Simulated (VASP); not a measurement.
Input of a VASP 6.6.1 run:

INCAR

```
SYSTEM = Ca2Ge3N
PREC = Accurate
ENCUT = 520
EDIFF = 1E-6
ISMEAR = 0
SIGMA = 0.1
LREAL = .False.
LASPH = .True.
NELM = 100
ALGO = Normal
ISIF = 2
LWAVE = .False.
LCHARG = .False.
GGA = PE
NBANDS = 42
```

File KPOINTS:

```
Automatic mesh
0
Gamma
  10 10 4
  0 0 0
```

The input POSCAR:

```
Ca2Ge3N
1.0
    4.1449916091      0.0000000000      0.0000000000
    0.0000000000      4.1449916091      0.0000000000
    0.0000000000      0.0000000000     10.3902558140
Ca Ge N
2 3 1
Direct
    0.0000000000      0.0000000000      0.8212896199
    0.0000000000      0.0000000000      0.1787103801
    0.0000000000      0.0000000000      0.5000000000
    0.0000000000      0.5000000000      0.3828024178
    0.5000000000      0.0000000000      0.6171975822
    0.5000000000      0.5000000000      0.5000000000
```

Potentials or basis: VASP PAW PBE potentials, release 64 (Ca_sv, Ge_d, N).

Run with:

```bash
$ cat potpaw_PBE.64/Ca_sv/POTCAR potpaw_PBE.64/Ge_d/POTCAR potpaw_PBE.64/N/POTCAR > POTCAR
$ mpirun -np 1 vasp_std > vasp.out
```

(1) What does it give for the pressure?

(2) Estimate the largest force.

(3) Estimate the band gap on the k mesh.

Answers

(1) 0.0 GPa.

(2) 0.013 eV/Å.

(3) zero (an odd number of electrons rules out a gap without spin polarisation).
